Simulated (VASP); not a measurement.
# Ir (I4/mmm) in VASP: a series of runs

Ir is run at these levels: PBEsol; tasks: single point.

Everything below comes from runs of VASP 6.6.1. Logs are shortened: lines on timing, memory, paths and dates and some standing lists are left out, and cuts for length are marked.

## Step 1: The cell of the first run

It takes space group I4/mmm (No. 139, tetragonal). Conventional cell: a = 2.715 Å, b = 2.715 Å, c = 3.667 Å, α = 90.00°, β = 90.00°, γ = 90.00°. Within 3.5 Å of Ir (site symmetry 4/mmm) lie 12 Ir at 2.65 to 2.71 Å.

## Step 2: Single point, PBEsol (strain -0.0450 x Voigt [0, 0, 1, 0, 0, 0])

INCAR

```
SYSTEM = Ir
PREC = Accurate
ENCUT = 520
EDIFF = 1E-7
ISMEAR = 0
SIGMA = 0.15
LREAL = .FALSE.
LASPH = .TRUE.
NELM = 100
ALGO = Normal
ISIF = 2
LWAVE = .FALSE.
LCHARG = .FALSE.
GGA = PS
NBANDS = 10
```

KPOINTS

```
Automatic mesh
0
G
  22 22 22
  0 0 0
```

POSCAR

```
Ir
1.0
    0.0000000000      1.9197000000      1.8333135000
    1.9197000000      0.0000000000      1.8333135000
    1.9197000000      1.9197000000      0.0000000000
Ir
1
Direct
    0.0000000000      0.0000000000      0.0000000000
```

Potentials or basis: VASP PAW PBE potentials, release 64 (Ir).

Launch:

```console
cat potpaw_PBE.64/Ir/POTCAR > POTCAR
mpirun -np 1 vasp_std > vasp.out
```

OUTCAR:

```text
SYSTEM = Ir
   PREC = Accurate
   ENCUT = 520
   EDIFF = 1E-7
   ISMEAR = 0
   LREAL = .FALSE.
   LASPH = .TRUE.
   NELM = 100
   ISIF = 2
   GGA = PS

 ion  position               nearest neighbor table
   1  0.000  0.000  0.000-

  LATTYP: Found a body centered tetragonal cell.
 ALAT       =     2.7148657757
 C/A-ratio  =     1.3505739521

  Lattice vectors:

 A1 = (   0.0000000000,  -1.9197000000,  -1.8333135000)
 A2 = (   0.0000000000,   1.9197000000,  -1.8333135000)
 A3 = (   1.9197000000,   0.0000000000,   1.8333135000)

Analysis of symmetry for initial positions (statically):
=====================================================================
 Subroutine PRICEL returns:
 Original cell was already a primitive cell.

 Routine SETGRP: Setting up the symmetry group for a
 body centered tetragonal supercell.

 Subroutine GETGRP returns: Found 16 space group operations
 (whereof 16 operations were pure point group operations)
 out of a pool of 16 trial point group operations.

The static configuration has the point symmetry D_4h.

Analysis of symmetry for dynamics (positions and initial velocities):
=====================================================================
 Subroutine PRICEL returns:
 Original cell was already a primitive cell.

 Routine SETGRP: Setting up the symmetry group for a
 body centered tetragonal supercell.

 Subroutine GETGRP returns: Found 16 space group operations
 (whereof 16 operations were pure point group operations)
 out of a pool of 16 trial point group operations.

The dynamic configuration has the point symmetry D_4h.

 Subroutine INISYM returns: Found 16 space group operations
 (whereof 16 operations are pure point group operations),
 and found     1 'primitive' translations

----------------------------------------------------------------------------------------

                                     Primitive cell

  volume of cell :      13.5124

  direct lattice vectors                    reciprocal lattice vectors
     0.000000000  1.919700000  1.833313500    -0.260457363  0.260457363  0.272730223
     1.919700000  0.000000000  1.833313500     0.260457363 -0.260457363  0.272730223
     1.919700000  1.919700000  0.000000000     0.260457363  0.260457363 -0.272730223

  length of vectors
     2.654484221  2.654484221  2.714865776     0.458320685  0.458320685  0.458320685

  position of ions in fractional coordinates (direct lattice)
     0.000000000  0.000000000  0.000000000

  ion indices of the primitive-cell ions
   primitive index   ion index
                 1           1

----------------------------------------------------------------------------------------

 KPOINTS: Automatic mesh

Automatic generation of k-mesh.
 Grid dimensions read from file:
 generate k-points for:   22   22   22

 Generating k-lattice:

  Cartesian coordinates                     Fractional coordinates (reciprocal lattice)
    -0.011838971  0.011838971  0.012396828     0.045454545  0.000000000  0.000000000
     0.011838971 -0.011838971  0.012396828     0.000000000  0.045454545  0.000000000
     0.011838971  0.011838971 -0.012396828     0.000000000  0.000000000  0.045454545

  Length of vectors
     0.020832758  0.020832758  0.020832758

  Shift w.r.t. Gamma in fractional coordinates (k-lattice)
     0.000000000  0.000000000  0.000000000

 Subroutine IBZKPT returns following result:
 ===========================================

 Found    834 irreducible k-points:

 Following reciprocal coordinates:
            Coordinates               Weight
  0.000000  0.000000  0.000000      1.000000
  0.045455  0.000000  0.000000      8.000000
  0.090909  0.000000  0.000000      8.000000
  0.136364  0.000000  0.000000      8.000000
  0.181818  0.000000  0.000000      8.000000
  0.227273  0.000000  0.000000      8.000000
[... 16 lines left out ...]
  0.500000  0.045455  0.000000      8.000000
 -0.454545  0.045455  0.000000      8.000000
 [... further k-points ...]
   k-points           NKPTS =    834   k-points in BZ     NKDIM =    834   number of bands    NBANDS=     10
   number of dos      NEDOS =    301   number of ions     NIONS =      1
   total plane-waves  NPLWV =   8000
   dimension x,y,z NGX =    20 NGY =   20 NGZ =   20
   dimension x,y,z NGXF=    40 NGYF=   40 NGZF=   40
   ions per type =               1
   NGX,Y,Z   is equivalent  to a cutoff of  12.53, 12.53, 12.25 a.u.
   NGXF,Y,Z  is equivalent  to a cutoff of  25.05, 25.05, 24.49 a.u.
 SYSTEM =  Ir
   PREC   = accura    normal or accurate (medium, high low for compatibility)
   ISTART =      0    job   : 0-new  1-cont  2-samecut
   ICHARG =      2    charge: 1-file 2-atom 10-const
   ISPIN  =      1    spin polarized calculation?
   LNONCOLLINEAR =      F non collinear calculations
   LSORBIT =      F    spin-orbit coupling
   LASPH  =      T    aspherical Exc in radial PAW
   ENCUT  =  520.0 eV  38.22 Ry    6.18 a.u.   4.94  4.94  5.05*2*pi/ulx,y,z
   NELM   =    100;   NELMIN=  2; NELMDL= -5     # of ELM steps
   EDIFF  = 0.1E-06   stopping-criterion for ELM
   LREAL  =      F    real-space projection
   EDIFFG = 0.1E-05   stopping-criterion for IOM
   NSW    =      0    number of steps for IOM
   IBRION =     -1    ionic relax: 0-MD 1-quasi-New 2-CG
   NFREE  =      0    steps in history (QN), initial steepest desc. (CG)
   ISIF   =      2    stress and relaxation
   ISYM   =      2    0-nonsym 1-usesym 2-fastsym
   POTIM  = 0.5000    time-step for ionic-motion
   TEBEG  =    0.0;   TEEND  =   0.0 temperature during run
   PSTRESS=    0.0 pullay stress
   NELECT =       9.0000    total number of electrons
   NUPDOWN=      -1.0000    fix difference up-down
   EMIN   =  10.00;   EMAX   =-10.00  energy-range for DOS
   EFERMI =   0.00;   METHOD = LEGACY
   ISMEAR =     0;   SIGMA  =   0.15  broadening in eV -4-tet -1-fermi 0-gaus
   EFERMI_NEDOS =   21; number of points for ismear=-14 and -15
   IALGO  =     38    algorithm
   IMIX   =      4    mixing-type and parameters
     AMIX     =   0.40;   BMIX     =  1.00
     AMIX_MAG =   1.60;   BMIX_MAG =  1.00
  volume/ion in A,a.u.               =      13.51        91.19
  Fermi-wavevector in a.u.,A,eV,Ry     =   1.429699  2.701739 27.810829  2.044038
  Thomas-Fermi vector in A             =   2.549624
   LORBIT       =      0    0 simple, 1 ext, 2 COOP (PROOUT), +10 PAW based schemes
   GGA     = PS    functional components
   LHFCALC =     F    Hartree Fock is set to
   AEXX    =    0.0000 exact exchange contribution
   IVDW    =     0    specifies the selected vdW correction
   LEPSILON=     F    determine dielectric tensor
   LRPA    =     F    only Hartree local field effects (RPA)
 non-spin polarized calculation
 Gauss-broadening in eV      SIGMA  =   0.15
  energy-cutoff  :      520.00
  volume of cell :       13.51
 maximum number of plane-waves:       378
   NGX =  9   NGY =  9   NGZ =  9

 number of electron       9.0000000 magnetization

 Free energy of the ion-electron system (eV)
  ---------------------------------------------------
  ext. energy  EPLUGINS =         0.00000000
  ---------------------------------------------------
  free energy    TOTEN  =        -9.76563346 eV

  energy without entropy =       -9.75449453  energy(sigma->0) =       -9.76006400

 E-fermi :  11.0314     XC(G=0): -14.3718

 val. band max:       11.0306182499   @ k =  -0.3636   0.3182   0.2727
 cond. band min:      11.0320076022   @ k =  -0.1364   0.3182   0.2273
 fundamental gap:      0.0013893523
 Fermi energy:        11.0313822626

 k-point     1 :       0.0000    0.0000    0.0000
  band No.  band energies     occupation
      1      -0.6313      2.00000
      2       6.6892      2.00000
      3       6.6892      2.00000
      4       7.3049      2.00000
      5       9.3654      2.00000
      6      10.1923      2.00000
      7      25.3212      0.00000
      8      30.6096      0.00000
      9      30.6096      0.00000
     10      32.2473      0.00000

 k-point     2 :       0.0455    0.0000    0.0000
  band No.  band energies     occupation
      1      -0.5341      2.00000
      2       6.6714      2.00000
      3       6.7322      2.00000
      4       7.3107      2.00000
      5       9.3434      2.00000
      6      10.1554      2.00000
      7      25.4940      0.00000
      8      30.3221      0.00000
      9      30.7699      0.00000
     10      32.1336      0.00000

 k-point     3 :       0.0909    0.0000    0.0000
  band No.  band energies     occupation
      1      -0.2493      2.00000
      2       6.5934      2.00000
      3       6.8482      2.00000
      4       7.3601      2.00000
      5       9.2952      2.00000
      6      10.0594      2.00000
      7      25.9836      0.00000
      8      29.3969      0.00000
      9      31.2414      0.00000
     10      32.3718      0.00000

 k-point     4 :       0.1364    0.0000    0.0000
  band No.  band energies     occupation
      1       0.2005      2.00000
      2       6.4484      2.00000
      3       6.9938      2.00000
      4       7.4770      2.00000
      5       9.2752      2.00000
      6       9.9480      2.00000
      7      26.6818      0.00000
      8      28.2139      0.00000
      9      31.9977      0.00000
     10      33.0641      0.00000
[... 222 lines left out ...]
 k-point    22 :       0.4545    0.0455    0.0000
  band No.  band energies     occupation
      1       2.5161      2.00000
      2       6.5619      2.00000
      3       7.0831      2.00000
      4       9.1618      2.00000
      5      11.9930      0.00000
      6      12.1590      0.00000
      7      19.5002      0.00000
      8      25.2133      0.00000
      9      30.9393      0.00000
     10      32.1398      0.00000

 k-point    23 :       0.5000    0.0455    0.0000
  band No.  band energies     occupation
      1       2.5057      2.00000
      2       6.5073      2.00000
      3       7.0278      2.00000
      4       9.6667      2.00000
      5      12.2491      0.00000
      6      12.3184      0.00000
      7      18.8006      0.00000
      8      24.9949      0.00000
      9      30.7487      0.00000
     10      31.5702      0.00000

 k-point    24 :      -0.4545    0.0455    0.0000
  band No.  band energies     occupation
      1       2.5092      2.00000
      2       6.5105      2.00000
      3       7.0343      2.00000
      4       9.6068      2.00000
      5      12.0811      0.00000
      6      12.3012      0.00000
      7      18.9943      0.00000
      8      25.0375      0.00000
      9      31.0810      0.00000
     10      31.4444      0.00000

 [... further k-points ...]
[... 5 lines left out ...]
  --------------------------------------------------------------------------------------
  -------------------------------------------------------------------------------------
  Total        1.0340575      1.0340575      2.6361916      0.0000000     -0.0000000      0.0000000
  in kB      122.6088500    122.6088500    312.5748996      0.0000000     -0.0000000      0.0000000
  external PRESSURE =     185.9308665 kB  Pullay stress =       0.0000000 kB

 VOLUME and BASIS-vectors are now :
 -----------------------------------------------------------------------------
  energy-cutoff  :      520.00
  volume of cell :       13.51
      direct lattice vectors                 reciprocal lattice vectors
     0.000000000  1.919700000  1.833313500    -0.260457363  0.260457363  0.272730223
     1.919700000  0.000000000  1.833313500     0.260457363 -0.260457363  0.272730223
     1.919700000  1.919700000  0.000000000     0.260457363  0.260457363 -0.272730223

 POSITION                                       TOTAL-FORCE (eV/Angst)
 -----------------------------------------------------------------------------------
      0.00000      0.00000      0.00000         0.000000     -0.000000      0.000000
 -----------------------------------------------------------------------------------
    total drift:                                0.000000      0.000000     -0.000000

  FREE ENERGIE OF THE ION-ELECTRON SYSTEM (eV)
  ---------------------------------------------------
  free  energy   TOTEN  =        -9.7656334648 eV

  energy  without entropy=       -9.7544945292  energy(sigma->0) =       -9.76006400
```

Run time: 34 s. Hardware: 1 thread of Intel Xeon 6975P-C (Granite Rapids), shared host; peak memory 0.23 GiB.

What came out:

```yaml
Free_energy: -9.7656 eV
Pressure: 18.6 GPa
Band_gap_on_the_k_mesh: zero (an odd number of electrons rules out a gap without spin polarisation)
```

Caveat: the cell differs from its parent crystal (strain -0.0450 x Voigt [0, 0, 1, 0, 0, 0]); the cell stands under pressure; the PAW data sets were made with another functional, which shifts forces and pressure a little; spin-orbit coupling is left out, which moves the levels of the heavy elements.

## Step 3: Single point, PBEsol (strain -0.0300 x Voigt [0, 0, 1, 0, 0, 0])

INCAR

```
PREC = Accurate
ENCUT = 520
EDIFF = 1E-6
ISMEAR = 0
SIGMA = 0.15
LREAL = False
LASPH = True
NELM = 100
ALGO = Normal
ISIF = 2
LWAVE = False
LCHARG = False
GGA = PS
NBANDS = 10
```

KPOINTS

```
Automatic mesh
0
Gamma
  22 22 22
```

POSCAR

```
Ir
1.0
    0.0000000000      1.9197000000      1.8621090000
    1.9197000000      0.0000000000      1.8621090000
    1.9197000000      1.9197000000      0.0000000000
Ir
1
Direct
    0.0000000000      0.0000000000      0.0000000000
```

Potentials or basis: VASP PAW PBE potentials, release 64 (Ir).

Launch:

```console
cat potpaw_PBE.64/Ir/POTCAR > POTCAR
mpirun -np 1 vasp_std > vasp.out
```

OUTCAR:

```text
PREC = Accurate
   ENCUT = 520
   EDIFF = 1E-6
   ISMEAR = 0
   LREAL = False
   LASPH = True
   NELM = 100
   ISIF = 2
   GGA = PS

 ion  position               nearest neighbor table
   1  0.000  0.000  0.000-

  LATTYP: Found a body centered tetragonal cell.
 ALAT       =     2.7148657757
 C/A-ratio  =     1.3717871555

  Lattice vectors:

 A1 = (   0.0000000000,  -1.9197000000,  -1.8621090000)
 A2 = (   0.0000000000,   1.9197000000,  -1.8621090000)
 A3 = (   1.9197000000,   0.0000000000,   1.8621090000)

Analysis of symmetry for initial positions (statically):
=====================================================================
 Subroutine PRICEL returns:
 Original cell was already a primitive cell.

 Routine SETGRP: Setting up the symmetry group for a
 body centered tetragonal supercell.

 Subroutine GETGRP returns: Found 16 space group operations
 (whereof 16 operations were pure point group operations)
 out of a pool of 16 trial point group operations.

The static configuration has the point symmetry D_4h.

Analysis of symmetry for dynamics (positions and initial velocities):
[... 158 lines left out ...]

 val. band max:       10.7515012792   @ k =  -0.4545   0.4091   0.0455
 cond. band min:      10.7523906819   @ k =   0.3636   0.1818   0.0000
 fundamental gap:      0.0008894027
 Fermi energy:        10.7522039120

 k-point     1 :       0.0000    0.0000    0.0000
  band No.  band energies     occupation
      1      -0.7404      2.00000
      2       6.5657      2.00000
      3       6.5657      2.00000
      4       6.9704      2.00000
      5       9.2634      2.00000
      6       9.8055      2.00000
      7      25.0539      0.00000
      8      30.4536      0.00000
      9      30.4536      0.00000
     10      31.4989      0.00000
[... 287 lines left out ...]
 k-point    24 :      -0.4545    0.0455    0.0000
  band No.  band energies     occupation
      1       2.3967      2.00000
      2       6.4452      2.00000
      3       6.7387      2.00000
      4       9.3648      2.00000
      5      11.7100      0.00000
      6      12.0557      0.00000
      7      18.5238      0.00000
      8      24.7933      0.00000
      9      30.7736      0.00000
     10      30.8560      0.00000

 [... further k-points ...]
[... 5 lines left out ...]
  --------------------------------------------------------------------------------------
  -------------------------------------------------------------------------------------
  Total        0.6053594      0.6053594      1.6465729      0.0000000     -0.0000000      0.0000000
  in kB       70.6678798     70.6678798    192.2160770      0.0000000     -0.0000000      0.0000000
  external PRESSURE =     111.1839455 kB  Pullay stress =       0.0000000 kB

 VOLUME and BASIS-vectors are now :
 -----------------------------------------------------------------------------
  energy-cutoff  :      520.00
  volume of cell :       13.72
      direct lattice vectors                 reciprocal lattice vectors
     0.000000000  1.919700000  1.862109000    -0.260457363  0.260457363  0.268512745
     1.919700000  0.000000000  1.862109000     0.260457363 -0.260457363  0.268512745
     1.919700000  1.919700000  0.000000000     0.260457363  0.260457363 -0.268512745

 POSITION                                       TOTAL-FORCE (eV/Angst)
 -----------------------------------------------------------------------------------
      0.00000      0.00000      0.00000        -0.000000      0.000000      0.000000
 -----------------------------------------------------------------------------------
    total drift:                                0.000000     -0.000000     -0.000000

  FREE ENERGIE OF THE ION-ELECTRON SYSTEM (eV)
  ---------------------------------------------------
  free  energy   TOTEN  =        -9.7990417402 eV

  energy  without entropy=       -9.7875274599  energy(sigma->0) =       -9.79328460
```

stdout:

```text
POSCAR found type information on POSCAR Ir
 POSCAR found :  1 types and       1 ions
 scaLAPACK will be used
 -----------------------------------------------------------------------------
|                                                                             |
|                                                                             |
|     You enforced a specific xc type in the INCAR file but a different       |
|     I HOPE YOU KNOW WHAT YOU ARE DOING!                                     |
|                                                                             |
 -----------------------------------------------------------------------------

 LDA part: xc-table for (Slater+PW92), standard interpolation
 POSCAR, INCAR and KPOINTS ok, starting setup
 FFT: planning ... GRIDC
 FFT: planning ... GRID_SOFT
 FFT: planning ... GRID
 WAVECAR not read
 entering main loop
```

Wall time 35 s (1 thread of Intel Xeon 6975P-C (Granite Rapids), shared host); peak memory 0.23 GiB.

What came out:

```
Free energy            : -9.7990 eV
Pressure               : 11.1 GPa
Band gap on the k mesh : zero (an odd number of electrons rules out a gap without spin polarisation)
```

Levels at points of the mesh, in eV from the Fermi level:
```
           k point  band 2  band 3  band 4  band 5  band 6  band 7
(0.00, 0.00, 0.00)   -4.19   -4.19   -3.78   -1.49   -0.95   14.30
(0.50, 0.00, 0.00)   -4.39   -3.94   -0.86    0.86    1.11    7.58
(0.50, 0.50, 0.00)   -7.71    0.94    1.62    1.62    2.13   11.46
(0.50, 0.00, 0.50)   -7.66    0.97    1.38    1.46    1.78   10.64
```

Caveat: the cell differs from its parent crystal (strain -0.0300 x Voigt [0, 0, 1, 0, 0, 0]); the cell stands under pressure; the PAW data sets were made with another functional, which shifts forces and pressure a little; spin-orbit coupling is left out, which moves the levels of the heavy elements.
